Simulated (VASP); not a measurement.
# C (P-3m1) in VASP: notebook

The runs below take C through single point, with r2SCAN.

Everything below comes from runs of VASP 6.6.1. Logs are shortened: lines on timing, memory, paths and dates and some standing lists are left out, and cuts for length are marked.

### 1 The cell of the first run

The structure is trigonal, space group P-3m1 (No. 164). The conventional cell has a = 2.518 Å, b = 2.518 Å, c = 15.333 Å, α = 90.00°, β = 90.00°, γ = 120.00°. Within 2.1 Å of C (site symmetry 3m) lie 4 C at 1.54 Å. Within 2.1 Å of C (site symmetry 3m) lie 4 C at 1.54 Å. Within 2.1 Å of C (site symmetry 3m) lie 4 C at 1.54 Å. C (site symmetry 3m) has 4 C at 1.54 Å within 2.1 Å. C (site symmetry 3m) has 4 C at 1.54 Å within 2.1 Å. Within 2.1 Å of C (site symmetry 3m) lie 3 C at 1.54 Å.

### 2 Single point, r2SCAN

POSCAR reads:

```
C
1.0
    1.7801417073     -1.7801417073      0.0000000000
    1.7801417073      0.0000000000     -1.7801417073
    8.8526176369      8.8526176369      8.8526176369
C
12
Direct
    0.6666666667      0.6666666667      0.2178704967
    0.0000000000      0.0000000000      0.0838128443
    0.3333333333      0.3333333333      0.3519281491
    0.6666666667      0.6666666667      0.6200434540
    1.0000000000      1.0000000000      0.4859858016
    0.3333333333      0.3333333333      0.7541011064
    0.6666666667      0.6666666667      0.3184137360
    1.0000000000      1.0000000000      0.1843560836
    0.3333333333      0.3333333333      0.4524713885
    0.6666666667      0.6666666667      0.7205866933
    0.0000000000      0.0000000000      0.5865290409
    0.3333333333      0.3333333333      0.0502984312
```

INCAR.step1 reads:

```
SYSTEM = C
  ALGO = Normal
  EDIFF = 1E-4
  ENCUT = 520
  GGA = PE
  ISMEAR = 0
  LASPH = .True.
  LCHARG = .False.
  LREAL = .False.
  LWAVE = .True.
  NBANDS = 36
  NELM = 80
  PREC = Accurate
  SIGMA = 0.05
```

INCAR.step2 reads:

```
SYSTEM = C
  ALGO = Normal
  EDIFF = 1E-6
  ENCUT = 520
  ISIF = 2
  ISMEAR = 0
  ISTART = 1
  LASPH = .True.
  LCHARG = .False.
  LMIXTAU = .True.
  LREAL = .False.
  LWAVE = .False.
  METAGGA = R2SCAN
  NBANDS = 36
  NELM = 80
  PREC = Accurate
  SIGMA = 0.05
```

KPOINTS reads:

```
k-points
0
Gamma
  10 10 2
  0 0 0
```

Potentials or basis: VASP PAW PBE potentials, release 64 (C).

Launch:

```bash
$ cat potpaw_PBE.64/C/POTCAR > POTCAR
$ cp INCAR.step1 INCAR
$ mpirun -np 1 vasp_std > vasp.out
$ cp INCAR.step2 INCAR
$ mpirun -np 1 vasp_std > vasp.out
```

OUTCAR:

```text
SYSTEM = C
   EDIFF = 1E-6
   ENCUT = 520
   ISIF = 2
   ISMEAR = 0
   ISTART = 1
   LASPH = .True.
   LREAL = .False.
   METAGGA = R2SCAN
   NELM = 80
   PREC = Accurate

 ion  position               nearest neighbor table
   1  0.667  0.667  0.218-   7 1.54   8 1.54   8 1.54   8 1.54
   2  0.000  0.000  0.084-   8 1.54  12 1.54  12 1.54  12 1.54
   3  0.333  0.333  0.352-   7 1.54   7 1.54   7 1.54   9 1.54
   4  0.667  0.667  0.620-  10 1.54  11 1.54  11 1.54  11 1.54
   5  0.000  0.000  0.486-  11 1.54   9 1.54   9 1.54   9 1.54
   6  0.333  0.333  0.754-  10 1.54  10 1.54  10 1.54
   7  0.667  0.667  0.318-   1 1.54   3 1.54   3 1.54   3 1.54
   8  0.000  0.000  0.184-   2 1.54   1 1.54   1 1.54   1 1.54
   9  0.333  0.333  0.452-   5 1.54   5 1.54   5 1.54   3 1.54
  10  0.667  0.667  0.721-   4 1.54   6 1.54   6 1.54   6 1.54
  11  0.000  0.000  0.587-   5 1.54   4 1.54   4 1.54   4 1.54
  12  0.333  0.333  0.050-   2 1.54   2 1.54   2 1.54

  LATTYP: Found a hexagonal cell.
 ALAT       =     2.5175005454
 C/A-ratio  =     6.0906376187

  Lattice vectors:

 A1 = (  -1.7801417073,   0.0000000000,   1.7801417073)
 A2 = (   1.7801417073,  -1.7801417073,   0.0000000000)
 A3 = (   8.8526176369,   8.8526176369,   8.8526176369)

Analysis of symmetry for initial positions (statically):
=====================================================================
 Subroutine PRICEL returns:
 Original cell was already a primitive cell.

 Routine SETGRP: Setting up the symmetry group for a
 hexagonal supercell.

 Subroutine GETGRP returns: Found 12 space group operations
 (whereof  6 operations were pure point group operations)
 out of a pool of 24 trial point group operations.

The static configuration has the point symmetry C_3v.
 The point group associated with its full space group is D_3d.

Analysis of symmetry for dynamics (positions and initial velocities):
=====================================================================
 Subroutine PRICEL returns:
 Original cell was already a primitive cell.

 Routine SETGRP: Setting up the symmetry group for a
 hexagonal supercell.

 Subroutine GETGRP returns: Found 12 space group operations
 (whereof  6 operations were pure point group operations)
 out of a pool of 24 trial point group operations.

The dynamic configuration has the point symmetry C_3v.
 The point group associated with its full space group is D_3d.
[... 122 lines left out ...]
   NSW    =      0    number of steps for IOM
   IBRION =     -1    ionic relax: 0-MD 1-quasi-New 2-CG
   NFREE  =      0    steps in history (QN), initial steepest desc. (CG)
   ISIF   =      2    stress and relaxation
   ISYM   =      2    0-nonsym 1-usesym 2-fastsym
   POTIM  = 0.5000    time-step for ionic-motion
   TEBEG  =    0.0;   TEEND  =   0.0 temperature during run
   PSTRESS=    0.0 pullay stress
   NELECT =      48.0000    total number of electrons
   NUPDOWN=      -1.0000    fix difference up-down
   EMIN   =  10.00;   EMAX   =-10.00  energy-range for DOS
   EFERMI =   0.00;   METHOD = LEGACY
   ISMEAR =     0;   SIGMA  =   0.05  broadening in eV -4-tet -1-fermi 0-gaus
   EFERMI_NEDOS =   21; number of points for ismear=-14 and -15
   IALGO  =     38    algorithm
   IMIX   =      4    mixing-type and parameters
     AMIX     =   0.40;   BMIX     =  1.00
     AMIX_MAG =   1.60;   BMIX_MAG =  1.00
  volume/ion in A,a.u.               =       7.01        47.33
  Fermi-wavevector in a.u.,A,eV,Ry     =   1.357650  2.565587 25.078448  1.843214
  Thomas-Fermi vector in A             =   2.484551
   LORBIT       =      0    0 simple, 1 ext, 2 COOP (PROOUT), +10 PAW based schemes
   METAGGA = R2SCAN    functional components
   LHFCALC =     F    Hartree Fock is set to
   AEXX    =    0.0000 exact exchange contribution
   IVDW    =     0    specifies the selected vdW correction
   LEPSILON=     F    determine dielectric tensor
   LRPA    =     F    only Hartree local field effects (RPA)
 non-spin polarized calculation
 Gauss-broadening in eV      SIGMA  =   0.05
  energy-cutoff  :      520.00
  volume of cell :       84.16
 maximum number of plane-waves:      2314
   NGX =  9   NGY =  9   NGZ = 57

 number of electron      48.0000000 magnetization

 Free energy of the ion-electron system (eV)
  ---------------------------------------------------
  ext. energy  EPLUGINS =         0.00000000
  ---------------------------------------------------
  free energy    TOTEN  =      -112.69369582 eV

  energy without entropy =     -112.67717461  energy(sigma->0) =     -112.68543522

 E-fermi :   7.1726     XC(G=0): -12.3968

 val. band max:        7.1723497630   @ k =   0.5000   0.1000   0.0000
 cond. band min:       7.1826869515   @ k =   0.4000   0.0000   0.0000
 fundamental gap:      0.0103371886
 Fermi energy:         7.1726359746

 k-point     1 :       0.0000    0.0000    0.0000
  band No.  band energies     occupation
      1     -16.4704      2.00000
      2     -15.6859      2.00000
      3     -14.6286      2.00000
      4     -13.3080      2.00000
      5     -11.7401      2.00000
      6     -10.6921      2.00000
[... 925 lines left out ...]
     35      16.4425      0.00000
     36      16.9950      0.00000

 [... further k-points ...]
[... 5 lines left out ...]
  --------------------------------------------------------------------------------------
  -------------------------------------------------------------------------------------
  Total       -0.9296629     -0.9296629     -0.9296629     -0.6805878     -0.6805878     -0.6805878
  in kB      -17.6983993    -17.6983993    -17.6983993    -12.9566471    -12.9566471    -12.9566471
  external PRESSURE =     -17.6983993 kB  Pullay stress =       0.0000000 kB

 VOLUME and BASIS-vectors are now :
 -----------------------------------------------------------------------------
  energy-cutoff  :      520.00
  volume of cell :       84.16
      direct lattice vectors                 reciprocal lattice vectors
     1.780141707 -1.780141707  0.000000000     0.187251010 -0.374502021  0.187251010
     1.780141707  0.000000000 -1.780141707     0.187251010  0.187251010 -0.374502021
     8.852617637  8.852617637  8.852617637     0.037653646  0.037653646  0.037653646

 POSITION                                       TOTAL-FORCE (eV/Angst)
 -----------------------------------------------------------------------------------
      4.30225      0.74196      0.74196        -0.234771     -0.234771     -0.234771
      0.74196      0.74196      0.74196        -2.763460     -2.763460     -2.763460
      4.30225      2.52210      2.52210        -0.078289     -0.078289     -0.078289
      7.86253      4.30225      4.30225        -0.535561     -0.535561     -0.535561
      4.30225      4.30225      4.30225        -0.122729     -0.122729     -0.122729
      7.86253      6.08239      6.08239        -2.258645     -2.258645     -2.258645
      5.19232      1.63203      1.63203         0.122729      0.122729      0.122729
      1.63203      1.63203      1.63203         0.535561      0.535561      0.535561
      5.19232      3.41218      3.41218         0.078289      0.078289      0.078289
      8.75260      5.19232      5.19232         2.763460      2.763460      2.763460
      5.19232      5.19232      5.19232         0.234771      0.234771      0.234771
      1.63203     -0.14811     -0.14811         2.258645      2.258645      2.258645
 -----------------------------------------------------------------------------------
    total drift:                                0.000001      0.000001      0.000001

  FREE ENERGIE OF THE ION-ELECTRON SYSTEM (eV)
  ---------------------------------------------------
  free  energy   TOTEN  =      -112.6936958237 eV

  energy  without entropy=     -112.6771746070  energy(sigma->0) =     -112.68543522
```

It took 9.6 min on 1 thread of AMD EPYC 7R13 (Zen 3), shared host; peak memory 0.2 GiB.

Results:

- Free energy: -112.6937 eV
- Pressure: -1.8 GPa
- Largest force: 4.786 eV/Å
- Band gap on the k mesh: zero (band 24 reaches 7.41 eV, above the bottom of band 25 at 7.11 eV)

Forces in eV/Å, atoms in the order of the input:
```
C   -0.235 -0.235 -0.235
C   -2.763 -2.763 -2.763
C   -0.078 -0.078 -0.078
C   -0.536 -0.536 -0.536
C   -0.123 -0.123 -0.123
C   -2.259 -2.259 -2.259
C    0.123  0.123  0.123
C    0.536  0.536  0.536
C    0.078  0.078  0.078
C    2.763  2.763  2.763
C    0.235  0.235  0.235
C    2.259  2.259  2.259
```

Stress tensor (GPa, compression positive):
```
-1.77 -1.30 -1.30
-1.30 -1.77 -1.30
-1.30 -1.30 -1.77
```

Levels at points of the mesh, in eV from the Fermi level:
```tsv
k point	band 20	band 21	band 22	band 23	band 24	band 25	band 26	band 27	band 28	band 29
(0.00, 0.00, 0.00)	-0.84	-0.84	-0.69	-0.69	0.15	0.27	5.20	5.20	5.81	6.29
(0.50, 0.00, 0.00)	-5.06	-4.79	-4.01	-3.80	-0.12	-0.07	4.10	4.52	5.20	5.64
(0.00, 0.00, 0.50)	-0.84	-0.84	-0.69	-0.69	-0.30	0.70	5.20	5.20	5.56	6.29
(0.50, 0.00, 0.50)	-5.06	-4.78	-4.01	-3.80	-0.17	-0.01	4.10	4.52	5.20	5.64
```

Caveat: the PAW data sets were made with another functional, which shifts forces and pressure a little.

(Continued in part 2 of 2.)
